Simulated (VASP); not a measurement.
# Si3N4 (Fd-3m) in VASP: electric field gradients with PBE

Aim: the electric field gradients of Si3N4 with PBE.

The COD entry that gives the cell may itself be a prediction, so a difference from it is no test against experiment.

Program: VASP 6.6.1. These are calculated values, not measurements. Logs are shortened: lines on timing, memory, paths and dates and some standing lists are left out, and cuts for length are marked.

### Step 1. The cell of the first run

Symmetry: Fd-3m, No. 227, cubic system. Conventional cell: a = 7.676 Å, b = 7.676 Å, c = 7.676 Å, α = 90.00°, β = 90.00°, γ = 90.00°. Within 2.5 Å of Si (site symmetry -3m) lie 6 N at 1.87 Å. Si (site symmetry -43m) has 4 N at 1.76 Å within 2.3 Å. Within 2.3 Å of N (site symmetry 3m) lie 4 Si at 1.76 to 1.87 Å.

### Step 2. Electric field gradients, PBE

Input file INCAR:

```
SYSTEM = Si3N4
ALGO = Normal
EDIFF = 1E-8
ENCUT = 520
GGA = PE
ISIF = 2
ISMEAR = 0
LASPH = .TRUE.
LCHARG = .FALSE.
LEFG = .TRUE.
LREAL = .FALSE.
LWAVE = .FALSE.
NBANDS = 45
NELM = 60
PREC = Accurate
SIGMA = 0.01
```

Input file KPOINTS:

```
k-points
0
G
  4 4 4
  0 0 0
```

Input file POSCAR:

```
Si3N4
1.0
    0.0000000000      3.8382500000      3.8382500000
    3.8382500000      0.0000000000      3.8382500000
    3.8382500000      3.8382500000      0.0000000000
Si N
6 8
Direct
    0.1250000000      0.1250000000      0.1250000000
    0.6250000000      0.1250000000      0.1250000000
    0.1250000000      0.1250000000      0.6250000000
    0.1250000000      0.6250000000      0.1250000000
    0.5000000000      0.5000000000      0.5000000000
    0.7500000000      0.7500000000      0.7500000000
    0.8822201173      0.8822201173      0.8822201173
    0.8966603519      0.3677798827      0.3677798827
    0.8822201173      0.8822201173      0.3533396481
    0.3677798827      0.8966603519      0.3677798827
    0.3533396481      0.8822201173      0.8822201173
    0.3677798827      0.3677798827      0.3677798827
    0.8822201173      0.3533396481      0.8822201173
    0.3677798827      0.3677798827      0.8966603519
```

Potentials or basis: VASP PAW PBE potentials, release 64 (Si, N).

The run is started by

```
> cat potpaw_PBE.64/Si/POTCAR potpaw_PBE.64/N/POTCAR > POTCAR
> mpirun -np 1 vasp_std > vasp.out
```

OUTCAR:

```text
SYSTEM = Si3N4
   EDIFF = 1E-8
   ENCUT = 520
   GGA = PE
   ISIF = 2
   ISMEAR = 0
   LASPH = .TRUE.
   LREAL = .FALSE.
   NELM = 60
   PREC = Accurate

 ion  position               nearest neighbor table
   1  0.125  0.125  0.125-   8 1.87  10 1.87  11 1.87  13 1.87   9 1.87  14 1.87   2 2.71   3 2.71
                             4 2.71   3 2.71   4 2.71   2 2.71
   2  0.625  0.125  0.125-   7 1.87  12 1.87  10 1.87   9 1.87  13 1.87  14 1.87   1 2.71   3 2.71
                             4 2.71   1 2.71   3 2.71   4 2.71
   3  0.125  0.125  0.625-   7 1.87  12 1.87  10 1.87  11 1.87   8 1.87  13 1.87   1 2.71   1 2.71
                             2 2.71   4 2.71   4 2.71   2 2.71
   4  0.125  0.625  0.125-   7 1.87  12 1.87   9 1.87  11 1.87   8 1.87  14 1.87   1 2.71   3 2.71
                             1 2.71   2 2.71   3 2.71   2 2.71
   5  0.500  0.500  0.500-  12 1.76  10 1.76   8 1.76  14 1.76
   6  0.750  0.750  0.750-   7 1.76   9 1.76  11 1.76  13 1.76
   7  0.882  0.882  0.882-   6 1.76   4 1.87   2 1.87   3 1.87
   8  0.897  0.368  0.368-   5 1.76   1 1.87   4 1.87   3 1.87
   9  0.882  0.882  0.353-   6 1.76   1 1.87   4 1.87   2 1.87
  10  0.368  0.897  0.368-   5 1.76   1 1.87   3 1.87   2 1.87
  11  0.353  0.882  0.882-   6 1.76   1 1.87   4 1.87   3 1.87
  12  0.368  0.368  0.368-   5 1.76   4 1.87   2 1.87   3 1.87
  13  0.882  0.353  0.882-   6 1.76   1 1.87   3 1.87   2 1.87
  14  0.368  0.368  0.897-   5 1.76   1 1.87   4 1.87   2 1.87

  LATTYP: Found a face centered cubic cell.
 ALAT       =     7.6765000000

  Lattice vectors:

 A1 = (   0.0000000000,   3.8382500000,   3.8382500000)
 A2 = (   3.8382500000,   0.0000000000,   3.8382500000)
 A3 = (   3.8382500000,   3.8382500000,   0.0000000000)

Analysis of symmetry for initial positions (statically):
=====================================================================
 Subroutine PRICEL returns:
 Original cell was already a primitive cell.

 Routine SETGRP: Setting up the symmetry group for a
 face centered cubic supercell.

 Subroutine GETGRP returns: Found 48 space group operations
 (whereof 24 operations were pure point group operations)
 out of a pool of 48 trial point group operations.

The static configuration has the point symmetry T_d .
 The point group associated with its full space group is O_h .

Analysis of symmetry for dynamics (positions and initial velocities):
=====================================================================
 Subroutine PRICEL returns:
 Original cell was already a primitive cell.

 Routine SETGRP: Setting up the symmetry group for a
 face centered cubic supercell.

 Subroutine GETGRP returns: Found 48 space group operations
 (whereof 24 operations were pure point group operations)
 out of a pool of 48 trial point group operations.

The dynamic configuration has the point symmetry T_d .
 The point group associated with its full space group is O_h .

 Subroutine INISYM returns: Found 48 space group operations
 (whereof 24 operations are pure point group operations),
 and found     1 'primitive' translations

----------------------------------------------------------------------------------------

                                     Primitive cell

  volume of cell :     113.0914

  direct lattice vectors                    reciprocal lattice vectors
     0.000000000  3.838250000  3.838250000    -0.130267700  0.130267700  0.130267700
     3.838250000  0.000000000  3.838250000     0.130267700 -0.130267700  0.130267700
     3.838250000  3.838250000  0.000000000     0.130267700  0.130267700 -0.130267700

  length of vectors
     5.428105206  5.428105206  5.428105206     0.225630275  0.225630275  0.225630275

  position of ions in fractional coordinates (direct lattice)
     0.125000000  0.125000000  0.125000000
     0.625000000  0.125000000  0.125000000
     0.125000000  0.125000000  0.625000000
     0.125000000  0.625000000  0.125000000
     0.500000000  0.500000000  0.500000000
     0.750000000  0.750000000  0.750000000
     0.882220117  0.882220117  0.882220117
     0.896660352  0.367779883  0.367779883
     0.882220117  0.882220117  0.353339648
     0.367779883  0.896660352  0.367779883
     0.353339648  0.882220117  0.882220117
[... 116 lines left out ...]
  ---------------------------------------------------
  ext. energy  EPLUGINS =         0.00000000
  ---------------------------------------------------
  free energy    TOTEN  =      -112.26832866 eV

  energy without entropy =     -112.26832866  energy(sigma->0) =     -112.26832866

 E-fermi :   9.7349     XC(G=0): -12.4267

 val. band max:        9.6495589005   @ k =   0.0000   0.0000   0.0000
 cond. band min:      13.1806069253   @ k =   0.0000   0.0000   0.0000
 fundamental gap:      3.5310480248
 Fermi energy:         9.7349402797

 k-point     1 :       0.0000    0.0000    0.0000
  band No.  band energies     occupation
      1      -9.5173      2.00000
      2      -6.0763      2.00000
      3      -5.1274      2.00000
      4      -5.1274      2.00000
      5      -5.1274      2.00000
      6      -4.0949      2.00000
[... 365 lines left out ...]
     43      20.0735      0.00000
     44      20.0735      0.00000
 [bands above 44 left out]

------------------------ aborting loop because EDIFF is reached ----------------------------------------

  FORCE on cell =-STRESS in cart. coord.  units (eV):
  Direction    XX          YY          ZZ          XY          YZ          ZX
  --------------------------------------------------------------------------------------
  -------------------------------------------------------------------------------------
  Total        9.7705053      9.7705053      9.7705053      0.0000000      0.0000000      0.0000000
  in kB      138.4196786    138.4196786    138.4196786      0.0000000      0.0000000      0.0000000
  external PRESSURE =     138.4196786 kB  Pullay stress =       0.0000000 kB

 VOLUME and BASIS-vectors are now :
 -----------------------------------------------------------------------------
  energy-cutoff  :      520.00
  volume of cell :      113.09
      direct lattice vectors                 reciprocal lattice vectors
     0.000000000  3.838250000  3.838250000    -0.130267700  0.130267700  0.130267700
     3.838250000  0.000000000  3.838250000     0.130267700 -0.130267700  0.130267700
     3.838250000  3.838250000  0.000000000     0.130267700  0.130267700 -0.130267700

 POSITION                                       TOTAL-FORCE (eV/Angst)
 -----------------------------------------------------------------------------------
      0.95956      0.95956      0.95956        -0.000000     -0.000000     -0.000000
      0.95956      2.87869      2.87869        -0.000000     -0.000000     -0.000000
      2.87869      2.87869      0.95956        -0.000000     -0.000000     -0.000000
      2.87869      0.95956      2.87869        -0.000000     -0.000000     -0.000000
      3.83825      3.83825      3.83825        -0.000000     -0.000000     -0.000000
      5.75737      5.75737      5.75737        -0.000000     -0.000000     -0.000000
      6.77236      6.77236      6.77236        -0.004352     -0.004352     -0.004352
      2.82326      4.85324      4.85324         0.004352     -0.004352     -0.004352
      4.74239      4.74239      6.77236         0.004352      0.004352     -0.004352
      4.85324      2.82326      4.85324        -0.004352      0.004352     -0.004352
      6.77236      4.74239      4.74239        -0.004352      0.004352      0.004352
      2.82326      2.82326      2.82326         0.004352      0.004352      0.004352
      4.74239      6.77236      4.74239         0.004352     -0.004352      0.004352
      4.85324      4.85324      2.82326        -0.004352     -0.004352      0.004352
 -----------------------------------------------------------------------------------
    total drift:                               -0.000000      0.000000     -0.000000

  FREE ENERGIE OF THE ION-ELECTRON SYSTEM (eV)
  ---------------------------------------------------
  free  energy   TOTEN  =      -112.2683286583 eV

  energy  without entropy=     -112.2683286583  energy(sigma->0) =     -112.26832866

 Electric field gradients (V/A^2)
---------------------------------------------------------------------
 ion       V_xx      V_yy      V_zz      V_xy      V_xz      V_yz
---------------------------------------------------------------------
   1      -0.000     0.000    -0.000    -0.497    -0.497    -0.497
   2      -0.000     0.000     0.000     0.497     0.497    -0.497
   3       0.000     0.000    -0.000    -0.497     0.497     0.497
   4       0.000    -0.000     0.000     0.497    -0.497     0.497
   5      -0.000    -0.000     0.000    -0.000    -0.000    -0.000
   6      -0.000    -0.000     0.000    -0.000    -0.000    -0.000
   7      -0.000     0.000     0.000    13.200    13.200    13.200
   8      -0.001     0.000     0.000   -13.200   -13.200    13.199
   9       0.000     0.000    -0.001    13.199   -13.200   -13.200
  10       0.000    -0.001     0.000   -13.200    13.199   -13.200
  11      -0.001     0.000     0.000   -13.200   -13.200    13.199
  12       0.000     0.000     0.000    13.200    13.200    13.200
  13       0.000    -0.001     0.000   -13.200    13.199   -13.200
  14       0.000     0.000    -0.001    13.199   -13.200   -13.200
---------------------------------------------------------------------

 Electric field gradients after diagonalization (V/A^2)
 (convention: |V_zz| > |V_xx| > |V_yy|)
----------------------------------------------------------------------
 ion       V_xx      V_yy      V_zz     asymmetry (V_yy - V_xx)/ V_zz
----------------------------------------------------------------------
   1       0.497     0.497    -0.994       0.000
   2       0.497     0.497    -0.994       0.000
   3       0.497     0.497    -0.994       0.000
   4       0.497     0.497    -0.994       0.000
   5       0.000     0.000    -0.000       0.000
   6       0.000     0.000    -0.000       0.000
   7     -13.200   -13.200    26.400       0.000
   8     -13.201   -13.199    26.400       0.000
   9     -13.201   -13.199    26.400       0.000
  10     -13.201   -13.199    26.400       0.000
  11     -13.201   -13.199    26.400       0.000
  12     -13.200   -13.200    26.400       0.000
  13     -13.201   -13.199    26.400       0.000
  14     -13.201   -13.199    26.400       0.000
----------------------------------------------------------------------

           NMR quadrupolar parameters

 Cq : quadrupolar parameter    Cq=e*Q*V_zz/h
 eta: asymmetry parameters     (V_yy - V_xx)/ V_zz
 Q  : nuclear electric quadrupole moment in mb (millibarn)
----------------------------------------------------------------------
 ion       Cq(MHz)       eta       Q (mb)
----------------------------------------------------------------------
   1      -0.002       0.000       1.000
   2      -0.002       0.000       1.000
   3      -0.002       0.000       1.000
   4      -0.002       0.000       1.000
   5      -0.000       0.000       1.000
   6      -0.000       0.000       1.000
   7       0.064       0.000       1.000
   8       0.064       0.000       1.000
   9       0.064       0.000       1.000
  10       0.064       0.000       1.000
  11       0.064       0.000       1.000
  12       0.064       0.000       1.000
  13       0.064       0.000       1.000
  14       0.064       0.000       1.000
----------------------------------------------------------------------
```

Wall time 49 s (1 thread of Intel Xeon Platinum 8259CL at 2.50GHz (Skylake/Cascade Lake), shared host); peak memory 0.23 GiB.

Results:

| Quantity | Value |
| --- | --- |
| Free energy | -112.2683 eV |
| Pressure | 13.8 GPa |
| Largest force | 0.008 eV/Å |
| Band gap on the k mesh | 3.53 eV, direct |

Forces on the atoms (eV/Å):
```
Si   0.000  0.000  0.000
Si   0.000  0.000  0.000
Si   0.000  0.000  0.000
Si   0.000  0.000  0.000
Si   0.000  0.000  0.000
Si   0.000  0.000  0.000
N   -0.004 -0.004 -0.004
N    0.004 -0.004 -0.004
N    0.004  0.004 -0.004
N   -0.004  0.004 -0.004
N   -0.004  0.004  0.004
N    0.004  0.004  0.004
N    0.004 -0.004  0.004
N   -0.004 -0.004  0.004
```

Electric field gradients, principal values (V/Å²):
| atom | least | middle | greatest (by size) |
| --- | --- | --- | --- |
| 1 Si | 0.497 | 0.497 | -0.994 |
| 2 Si | 0.497 | 0.497 | -0.994 |
| 3 Si | 0.497 | 0.497 | -0.994 |
| 4 Si | 0.497 | 0.497 | -0.994 |
| 5 Si | 0.000 | 0.000 | 0.000 |
| 6 Si | 0.000 | 0.000 | 0.000 |
| 7 N | -13.200 | -13.200 | 26.400 |
| 8 N | -13.199 | -13.201 | 26.400 |
| 9 N | -13.199 | -13.201 | 26.400 |
| 10 N | -13.199 | -13.201 | 26.400 |
| 11 N | -13.199 | -13.201 | 26.400 |
| 12 N | -13.200 | -13.200 | 26.400 |
| 13 N | -13.199 | -13.201 | 26.400 |
| 14 N | -13.199 | -13.201 | 26.400 |

Caveat: without QUAD_EFG the Cq values of the log hold for a quadrupole moment of 1 mb, not for the nuclei.
